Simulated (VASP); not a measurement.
# HfN in VASP: notebook

HfN is run at these levels: PBEsol; tasks: single point.

Everything below comes from runs of VASP 6.6.1. Logs are shortened: lines on timing, memory, paths and dates and some standing lists are left out, and cuts for length are marked.

**1. The cell of the first run**

Symmetry: Fm-3m, No. 225, cubic system. The conventional cell has a = 4.704 Å, b = 4.704 Å, c = 4.704 Å, α = 90.00°, β = 90.00°, γ = 90.00°. Within 3.1 Å of Hf (site symmetry m-3m) lie 6 N at 2.35 Å. Within 3.1 Å of N (site symmetry m-3m) lie 6 Hf at 2.35 Å.

**2. Single point, PBEsol (equal strain along all axes, cell held: +4.5 %)**

The input, INCAR:

```
PREC = Accurate
ENCUT = 520
EDIFF = 1E-6
ISMEAR = 0
SIGMA = 0.1
LREAL = False
LASPH = True
NELM = 80
ALGO = Normal
ISIF = 2
LWAVE = False
LCHARG = True
GGA = PS
LELF = True
LVHAR = True
NBANDS = 23
```

The input, KPOINTS:

```
regular mesh
0
Gamma
  16 16 12
```

The input, POSCAR:

```
HfN
1.0
    2.3521569709      2.3521569709      0.0000000000
   -2.3521569709      2.3521569709      0.0000000000
    0.0000000000      0.0000000000      4.7043139418
Hf N
2 2
Direct
    0.0000000000      0.0000000000      0.0000000000
    0.5000000000      0.5000000000      0.5000000000
    0.5000000000      0.5000000000      0.0000000000
    0.0000000000      0.0000000000      0.5000000000
```

Potentials or basis: VASP PAW PBE potentials, release 64 (Hf_pv, N).

The run is started by

```sh
$ cat potpaw_PBE.64/Hf_pv/POTCAR potpaw_PBE.64/N/POTCAR > POTCAR
$ mpirun -np 1 vasp_std > vasp.out
```

OUTCAR:

```text
PREC = Accurate
   ENCUT = 520
   EDIFF = 1E-6
   ISMEAR = 0
   LREAL = False
   LASPH = True
   NELM = 80
   ISIF = 2
   GGA = PS

 ion  position               nearest neighbor table
   1  0.000  0.000  0.000-   3 2.35   4 2.35   4 2.35   3 2.35   3 2.35   3 2.35   2 3.33   2 3.33
                             2 3.33   2 3.33   2 3.33   2 3.33   2 3.33   2 3.33
   2  0.500  0.500  0.500-   3 2.35   4 2.35   3 2.35   4 2.35   4 2.35   4 2.35   1 3.33   1 3.33
                             1 3.33   1 3.33   1 3.33   1 3.33   1 3.33   1 3.33
   3  0.500  0.500  0.000-   1 2.35   2 2.35   2 2.35   1 2.35   1 2.35   1 2.35
   4  0.000  0.000  0.500-   1 2.35   2 2.35   1 2.35   2 2.35   2 2.35   2 2.35

  LATTYP: Found a simple tetragonal cell.
 ALAT       =     3.3264522891
 C/A-ratio  =     1.4142135624

  Lattice vectors:

 A1 = (   2.3521569709,   2.3521569709,   0.0000000000)
 A2 = (  -2.3521569709,   2.3521569709,   0.0000000000)
 A3 = (   0.0000000000,   0.0000000000,   4.7043139418)

Analysis of symmetry for initial positions (statically):
=====================================================================
 Subroutine PRICEL returns following result:

  LATTYP: Found a face centered cubic cell.
 ALAT       =     4.7043139418

  Lattice vectors:

 A1 = (   0.0000000000,  -2.3521569709,  -2.3521569709)
 A2 = (   2.3521569709,   0.0000000000,  -2.3521569709)
 A3 = (   2.3521569709,  -2.3521569709,  -0.0000000000)

   2 primitive cells build up your supercell.

 Routine SETGRP: Setting up the symmetry group for a
 simple tetragonal supercell.

 Subroutine GETGRP returns: Found 16 space group operations
 (whereof 16 operations were pure point group operations)
 out of a pool of 16 trial point group operations.

The static configuration has the point symmetry D_4h.

Analysis of symmetry for dynamics (positions and initial velocities):
=====================================================================
 Subroutine PRICEL returns following result:

  LATTYP: Found a face centered cubic cell.
 ALAT       =     4.7043139418

  Lattice vectors:

 A1 = (   0.0000000000,  -2.3521569709,  -2.3521569709)
 A2 = (   2.3521569709,   0.0000000000,  -2.3521569709)
 A3 = (   2.3521569709,  -2.3521569709,  -0.0000000000)

   2 primitive cells build up your supercell.

 Routine SETGRP: Setting up the symmetry group for a
 simple tetragonal supercell.
[... 97 lines left out ...]
   ISTART =      0    job   : 0-new  1-cont  2-samecut
   ICHARG =      2    charge: 1-file 2-atom 10-const
   ISPIN  =      1    spin polarized calculation?
   LNONCOLLINEAR =      F non collinear calculations
   LSORBIT =      F    spin-orbit coupling
   LASPH  =      T    aspherical Exc in radial PAW
   ENCUT  =  520.0 eV  38.22 Ry    6.18 a.u.   6.18  6.18  8.75*2*pi/ulx,y,z
   NELM   =     80;   NELMIN=  2; NELMDL= -5     # of ELM steps
   EDIFF  = 0.1E-05   stopping-criterion for ELM
   LREAL  =      F    real-space projection
   EDIFFG = 0.1E-04   stopping-criterion for IOM
   NSW    =      0    number of steps for IOM
   IBRION =     -1    ionic relax: 0-MD 1-quasi-New 2-CG
   NFREE  =      0    steps in history (QN), initial steepest desc. (CG)
   ISIF   =      2    stress and relaxation
   ISYM   =      2    0-nonsym 1-usesym 2-fastsym
   POTIM  = 0.5000    time-step for ionic-motion
   TEBEG  =    0.0;   TEEND  =   0.0 temperature during run
   PSTRESS=    0.0 pullay stress
   NELECT =      30.0000    total number of electrons
   NUPDOWN=      -1.0000    fix difference up-down
   EMIN   =  10.00;   EMAX   =-10.00  energy-range for DOS
   EFERMI =   0.00;   METHOD = LEGACY
   ISMEAR =     0;   SIGMA  =   0.10  broadening in eV -4-tet -1-fermi 0-gaus
   EFERMI_NEDOS =   21; number of points for ismear=-14 and -15
   IALGO  =     38    algorithm
   IMIX   =      4    mixing-type and parameters
     AMIX     =   0.40;   BMIX     =  1.00
     AMIX_MAG =   1.60;   BMIX_MAG =  1.00
  volume/ion in A,a.u.               =      13.01        87.82
  Fermi-wavevector in a.u.,A,eV,Ry     =   1.362372  2.574509 25.253184  1.856057
  Thomas-Fermi vector in A             =   2.488867
   LORBIT       =      0    0 simple, 1 ext, 2 COOP (PROOUT), +10 PAW based schemes
   GGA     = PS    functional components
   LHFCALC =     F    Hartree Fock is set to
   AEXX    =    0.0000 exact exchange contribution
   IVDW    =     0    specifies the selected vdW correction
   LEPSILON=     F    determine dielectric tensor
   LRPA    =     F    only Hartree local field effects (RPA)
 non-spin polarized calculation
 Gauss-broadening in eV      SIGMA  =   0.10
  energy-cutoff  :      520.00
  volume of cell :       52.05
 maximum number of plane-waves:      1432
 NGX is ok and might be reduce to    28
   NGX = 13   NGY = 13   NGZ = 17

 number of electron      29.9999993 magnetization

 Free energy of the ion-electron system (eV)
  ---------------------------------------------------
  ext. energy  EPLUGINS =         0.00000000
  ---------------------------------------------------
  free energy    TOTEN  =       -45.27263620 eV

  energy without entropy =      -45.26664517  energy(sigma->0) =      -45.26964069

 E-fermi :   7.1340     XC(G=0): -12.2714

 val. band max:        7.1296596713   @ k =   0.3750   0.1250   0.2500
 cond. band min:       7.1519506283   @ k =   0.1875   0.0000   0.0000
 fundamental gap:      0.0222909570
 Fermi energy:         7.1340050837

 k-point     1 :       0.0000    0.0000    0.0000
  band No.  band energies     occupation
      1     -24.8878      2.00000
      2     -24.5767      2.00000
      3     -24.5767      2.00000
      4     -24.3758      2.00000
      5     -24.3758      2.00000
      6     -24.3750      2.00000
[... 613 lines left out ...]
     22      10.7514      0.00000
     23      13.3294      0.00000

 [... further k-points ...]
[... 5 lines left out ...]
  --------------------------------------------------------------------------------------
  -------------------------------------------------------------------------------------
  Total       -9.7592867     -9.7592867     -9.8484867      0.0000000     -0.0000000      0.0000000
  in kB     -300.3791363   -300.3791363   -303.1246048      0.0000000     -0.0000000      0.0000000
  external PRESSURE =    -301.2942924 kB  Pullay stress =       0.0000000 kB

 VOLUME and BASIS-vectors are now :
 -----------------------------------------------------------------------------
  energy-cutoff  :      520.00
  volume of cell :       52.05
      direct lattice vectors                 reciprocal lattice vectors
     2.352156971  2.352156971  0.000000000     0.212570847  0.212570847  0.000000000
    -2.352156971  2.352156971  0.000000000    -0.212570847  0.212570847  0.000000000
     0.000000000  0.000000000  4.704313942     0.000000000  0.000000000  0.212570847

 POSITION                                       TOTAL-FORCE (eV/Angst)
 -----------------------------------------------------------------------------------
      0.00000      0.00000      0.00000        -0.000000      0.000000     -0.000000
      0.00000      2.35216      2.35216         0.000000      0.000000      0.000000
      0.00000      2.35216      0.00000        -0.000000     -0.000000     -0.000000
      0.00000      0.00000      2.35216        -0.000000     -0.000000     -0.000000
 -----------------------------------------------------------------------------------
    total drift:                               -0.000000      0.000000      0.000000

  FREE ENERGIE OF THE ION-ELECTRON SYSTEM (eV)
  ---------------------------------------------------
  free  energy   TOTEN  =       -45.2726362005 eV

  energy  without entropy=      -45.2666451712  energy(sigma->0) =      -45.26964069
```

OSZICAR:

```text
N       E                     dE             d eps       ncg     rms          rms(c)
DAV:   1     0.115467098664E+03    0.11547E+03   -0.16231E+04 14498   0.127E+03
DAV:   2    -0.438054285720E+02   -0.15927E+03   -0.15106E+03 18889   0.311E+02
DAV:   3    -0.507621573933E+02   -0.69567E+01   -0.68749E+01 19028   0.517E+01
DAV:   4    -0.508324600501E+02   -0.70303E-01   -0.70192E-01 17049   0.569E+00
DAV:   5    -0.508335127171E+02   -0.10527E-02   -0.10522E-02 19830   0.555E-01    0.559E+01
DAV:   6    -0.456127025578E+02    0.52208E+01   -0.27717E+01 16937   0.247E+01    0.471E+01
DAV:   7    -0.453398137057E+02    0.27289E+00   -0.18932E+00 17382   0.773E+00    0.295E+01
DAV:   8    -0.452987906053E+02    0.41023E-01   -0.33814E-01 17935   0.386E+00    0.811E+00
DAV:   9    -0.452737460327E+02    0.25045E-01   -0.10135E-01 17844   0.176E+00    0.318E+00
DAV:  10    -0.452727355919E+02    0.10104E-02   -0.78944E-03 18291   0.557E-01    0.762E-01
DAV:  11    -0.452726404301E+02    0.95162E-04   -0.44955E-04 18116   0.145E-01    0.112E-01
DAV:  12    -0.452726364308E+02    0.39993E-05   -0.56750E-05 18730   0.460E-02    0.118E-01
DAV:  13    -0.452726362005E+02    0.23035E-06   -0.36665E-06 16791   0.120E-02
   1 F= -.45272636E+02 E0= -.45269641E+02  d E =-.599103E-02
```

stdout:

```text
POSCAR found type information on POSCAR HfN
 POSCAR found :  2 types and       4 ions
 scaLAPACK will be used
 -----------------------------------------------------------------------------
|                                                                             |
|                                                                             |
|     You enforced a specific xc type in the INCAR file but a different       |
|     I HOPE YOU KNOW WHAT YOU ARE DOING!                                     |
|                                                                             |
 -----------------------------------------------------------------------------

 LDA part: xc-table for (Slater+PW92), standard interpolation
 POSCAR, INCAR and KPOINTS ok, starting setup
 FFT: planning ... GRIDC
 FFT: planning ... GRID_SOFT
 FFT: planning ... GRID
 WAVECAR not read
 entering main loop
```

Run time: 3.2 min. Hardware: 1 thread of Intel Xeon 6975P-C (Granite Rapids), shared host; peak memory 0.42 GiB.

Results:

* Free energy: -45.2726 eV
* Pressure: -30.1 GPa
* Band gap on the k mesh: zero (band 15 reaches 9.92 eV, above the bottom of band 16 at 3.82 eV)

Levels at points of the mesh, in eV from the Fermi level:
```csv
k point,band 12,band 13,band 14,band 15,band 16,band 17,band 18,band 19
"(0.00, 0.00, 0.00)",-3.31,-2.81,-2.81,-2.81,-0.30,-0.30,-0.30,0.75
"(0.50, 0.00, 0.00)",-5.31,-4.98,-4.98,1.56,1.56,1.91,1.91,2.68
"(0.50, 0.50, 0.00)",-3.54,-3.54,-3.54,-3.31,-3.31,3.48,3.48,4.30
"(0.00, 0.00, 0.50)",-3.61,-3.61,-3.61,-2.10,-2.10,2.25,2.25,2.49
"(0.50, 0.00, 0.50)",-5.57,-5.57,-5.57,2.79,2.79,3.14,3.14,3.14
"(0.50, 0.50, 0.50)",-5.21,-5.21,-5.21,0.99,0.99,0.99,0.99,4.46
```

Caveat: the cell differs from its parent crystal (equal strain along all axes, cell held: +4.5 %); the PAW data sets were made with another functional, which shifts forces and pressure a little; spin-orbit coupling is left out, which moves the levels of the heavy elements.

**3. Single point, PBEsol (biaxial strain in the a-b plane: -4.5 %, then relaxed in part)**

The input, INCAR:

```
SYSTEM = HfN
ALGO     = Normal         ! electronic algorithm
EDIFF    = 1E-7           ! SCF threshold, eV
ENCUT    = 520            ! plane-wave cutoff, eV
GGA      = PS             ! functional
ISIF     = 2              ! what is computed and relaxed
ISMEAR   = 0              ! smearing method
LASPH    = .True.         ! aspherical terms in the spheres
LCHARG   = .False.        ! write CHGCAR
LREAL    = .False.        ! projectors in reciprocal space
LWAVE    = .False.        ! write WAVECAR
NBANDS   = 23             ! bands
NELM     = 60             ! most SCF steps
PREC     = Accurate       ! precision mode
SIGMA    = 0.1            ! smearing width, eV
```

The input, KPOINTS:

```
k-points
0
Gamma
  16 16 12
  0 0 0
```

The input, POSCAR:

```
HfN
1.0
    2.1495788586      2.1495788586      0.0000000000
   -2.1495788586      2.1495788586      0.0000000000
    0.0000000000      0.0000000000      4.5777227653
Hf N
2 2
Direct
    0.0000000000      0.0000000000      0.0000000000
    0.5000000000      0.5000000000      0.5000000000
    0.5000000000      0.5000000000      0.0000000000
    0.0000000000      0.0000000000      0.5000000000
```

Potentials or basis: VASP PAW PBE potentials, release 64 (Hf_pv, N).

The run is started by

```sh
$ cat potpaw_PBE.64/Hf_pv/POTCAR potpaw_PBE.64/N/POTCAR > POTCAR
$ mpirun -np 1 vasp_std > vasp.out
```

It took 84 s on 1 thread of Intel Xeon 6975P-C (Granite Rapids), shared host; peak memory 0.36 GiB.

Results (log left out):

| Quantity | Value |
| --- | --- |
| Free energy | -45.5462 eV |
| Pressure | 26.0 GPa |
| Band gap on the k mesh | zero (band 15 reaches 12.70 eV, above the bottom of band 16 at 5.40 eV) |

Stress tensor (GPa, compression positive):
```
40.07  0.00  0.00
 0.00 40.07  0.00
 0.00  0.00 -2.09
```

Levels at points of the mesh, in eV from the Fermi level:
| k point | band 13 | band 14 | band 15 | band 16 | band 17 | band 18 |
| --- | --- | --- | --- | --- | --- | --- |
| (0.00, 0.00, 0.00) | -3.33 | -2.95 | -2.95 | -0.94 | -0.14 | -0.14 |
| (0.50, 0.00, 0.00) | -5.99 | -5.99 | 2.30 | 2.30 | 2.71 | 2.71 |
| (0.50, 0.50, 0.00) | -3.97 | -3.97 | -3.56 | -3.56 | 4.22 | 4.22 |
| (0.00, 0.00, 0.50) | -3.61 | -3.61 | -2.85 | -2.85 | 3.31 | 3.31 |
| (0.50, 0.00, 0.50) | -6.63 | -6.63 | 3.71 | 3.71 | 3.99 | 3.99 |
| (0.50, 0.50, 0.50) | -5.23 | -5.23 | 0.62 | 0.62 | 0.62 | 0.62 |

Caveat: the cell differs from its parent crystal (biaxial strain in the a-b plane: -4.5 %, then relaxed in part); the PAW data sets were made with another functional, which shifts forces and pressure a little; spin-orbit coupling is left out, which moves the levels of the heavy elements.

**4. Single point, PBEsol (biaxial strain in the a-b plane: -4.5 %)**

The input, INCAR:

```
SYSTEM = HfN
  PREC = Accurate
  ENCUT = 520
  EDIFF = 1E-6
  ISMEAR = 0
  SIGMA = 0.1
  LREAL = .False.
  LASPH = .True.
  NELM = 80
  ALGO = Normal
  ISIF = 2
  LWAVE = .False.
  LCHARG = .False.
  GGA = PS
  NBANDS = 23
```

The input, KPOINTS:

```
regular mesh
0
Gamma
  16 16 12
  0 0 0
```

POSCAR, as its differences from that of step 3:

```diff
@@ -4,3 +4,3 @@
    -2.1495788586      2.1495788586      0.0000000000
-    0.0000000000      0.0000000000      4.5777227653
+    0.0000000000      0.0000000000      4.6232826968
 Hf N
```

The run is started by

```sh
$ cat potpaw_PBE.64/Hf_pv/POTCAR potpaw_PBE.64/N/POTCAR > POTCAR
$ mpirun -np 1 vasp_std > vasp.out
```

Wall time 79 s (1 thread of Intel Xeon 6975P-C (Granite Rapids), shared host); peak memory 0.36 GiB.

Results (log left out):

* Free energy: -45.5337 eV
* Pressure: 23.2 GPa
* Band gap on the k mesh: zero (band 15 reaches 12.57 eV, above the bottom of band 16 at 5.32 eV)

Stress tensor (GPa, compression positive):
```
38.57  0.00  0.00
 0.00 38.57  0.00
 0.00  0.00 -7.56
```

Levels at points of the mesh, in eV from the Fermi level:
```tsv
k point	band 13	band 14	band 15	band 16	band 17	band 18
(0.00, 0.00, 0.00)	-3.35	-2.93	-2.93	-1.01	-0.09	-0.09
(0.50, 0.00, 0.00)	-6.03	-6.03	2.33	2.33	2.73	2.73
(0.50, 0.50, 0.00)	-4.01	-4.01	-3.55	-3.55	4.06	4.06
(0.00, 0.00, 0.50)	-3.56	-3.56	-2.84	-2.84	3.24	3.24
(0.50, 0.00, 0.50)	-6.59	-6.59	3.67	3.67	3.92	3.92
(0.50, 0.50, 0.50)	-5.18	-5.18	0.52	0.52	0.52	0.52
```

Caveat: the cell differs from its parent crystal (biaxial strain in the a-b plane: -4.5 %); the PAW data sets were made with another functional, which shifts forces and pressure a little; spin-orbit coupling is left out, which moves the levels of the heavy elements.

**5. Single point, PBEsol (biaxial strain in the a-b plane: -3.0 %, then relaxed in part)**

The input, INCAR:

```
ALGO = Normal
EDIFF = 1E-6
ENCUT = 520
GGA = PS
ISIF = 2
ISMEAR = 0
LASPH = T
LCHARG = F
LREAL = F
LWAVE = F
NBANDS = 23
NELM = 100
PREC = Accurate
SIGMA = 0.1
```

The input, KPOINTS:

```
k-points
0
Gamma
  16 16 12
```

The input, POSCAR:

```
HfN
1.0
    2.1833418773      2.1833418773      0.0000000000
   -2.1833418773      2.1833418773      0.0000000000
    0.0000000000      0.0000000000      4.5500349348
Hf N
2 2
Direct
    0.0000000000      0.0000000000      0.0000000000
    0.5000000000      0.5000000000      0.5000000000
    0.5000000000      0.5000000000      0.0000000000
    0.0000000000      0.0000000000      0.5000000000
```

The run is started by

```sh
$ cat potpaw_PBE.64/Hf_pv/POTCAR potpaw_PBE.64/N/POTCAR > POTCAR
$ mpirun -np 1 vasp_std > vasp.out
```

Wall time 85 s (1 thread of Intel Xeon 6975P-C (Granite Rapids), shared host); peak memory 0.36 GiB.

The run converged. Its results:

```yaml
Free_energy: -45.8126 eV
Pressure: 14.9 GPa
Band_gap_on_the_k_mesh: zero (band 15 reaches 12.33 eV, above the bottom of band 16 at 5.14 eV)
```

Stress tensor (GPa, compression positive):
```
23.44  0.00  0.00
 0.00 23.44  0.00
 0.00  0.00 -2.13
```

Levels at points of the mesh, in eV from the Fermi level:
| k point | band 11 | band 12 | band 13 | band 14 | band 15 | band 16 | band 17 | band 18 | band 19 | band 20 |
| --- | --- | --- | --- | --- | --- | --- | --- | --- | --- | --- |
| (0.00, 0.00, 0.00) | -3.53 | -3.53 | -3.20 | -2.97 | -2.97 | -0.73 | -0.23 | -0.23 | 1.23 | 2.43 |
| (0.50, 0.00, 0.00) | -6.22 | -6.22 | -5.75 | -5.75 | 2.13 | 2.13 | 2.54 | 2.54 | 3.41 | 3.41 |
| (0.50, 0.50, 0.00) | -4.15 | -4.15 | -3.85 | -3.85 | -3.61 | -3.61 | 4.26 | 4.26 | 5.69 | 5.69 |
| (0.00, 0.00, 0.50) | -3.69 | -3.69 | -3.69 | -3.69 | -2.72 | -2.72 | 3.30 | 3.30 | 3.30 | 3.30 |
| (0.50, 0.00, 0.50) | -6.53 | -6.53 | -6.48 | -6.48 | 3.59 | 3.59 | 3.91 | 3.91 | 4.23 | 4.23 |
| (0.50, 0.50, 0.50) | -5.32 | -5.32 | -5.32 | -5.32 | 0.80 | 0.80 | 0.80 | 0.80 | 6.38 | 6.38 |

Caveat: the cell differs from its parent crystal (biaxial strain in the a-b plane: -3.0 %, then relaxed in part); the PAW data sets were made with another functional, which shifts forces and pressure a little; spin-orbit coupling is left out, which moves the levels of the heavy elements.

**6. The runs side by side**

```tsv
cell	gap on the mesh (eV)	pressure (GPa)
a = 3.326, b = 3.326, c = 4.704 Å, 4 atoms	none	-30.1
a = 3.040, b = 3.040, c = 4.578 Å, 4 atoms	none	26.0
a = 3.040, b = 3.040, c = 4.623 Å, 4 atoms	none	23.2
a = 3.088, b = 3.088, c = 4.550 Å, 4 atoms	none	14.9
```

Alike in all rows: task single point; level PBEsol; potentials or basis VASP PAW PBE potentials, release 64 (Hf_pv, N); no spin polarisation; k mesh 16 × 16 × 12; cutoff (eV) 520; smearing gaussian 0.1 eV.

Caveats: the PAW data sets were made with another functional, which shifts forces and pressure a little; spin-orbit coupling is left out, which moves the levels of the heavy elements.

Absolute energies hang on the potentials; compare differences alone.
